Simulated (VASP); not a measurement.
Crystal: Pt.

```
Pt
1.0
     2.58049    0.00000    0.00000
    -1.29025    2.23477    0.00000
     0.00000    0.00000    4.45583
Pt
2
Direct
  0.66667 0.33333 0.75000
  0.33333 0.66667 0.25000
```

This isn't the form of Pt at room conditions, which is fcc.

Base run:

```yaml
Program: VASP 6.6.1
Functional: LDA
Potentials_or_basis: VASP PAW LDA potentials, release 64 (Pt)
Cutoff: 520 eV
k_mesh: 21 × 21 × 10
Occupations: gaussian, width 0.15 eV
Spin: collinear spin
Starting_moments: "[0.25, 0.25] μB"
Fixed_moment: 0.5 μB
```

Its results: pressure 66.5 GPa; site moments Pt +0.24 μB.

Question: The run is repeated on the same cell with these changes: fixed moment from 0.5 μB to 0.7 μB; moments at the start from [0.25, 0.25] to [0.35, 0.35]. What comes out?

Answer: Pressure 67.0 GPa; site moments Pt +0.34 μB.

Caveats: the cell stands under pressure; the total moment is fixed, so each spin has its own Fermi level.
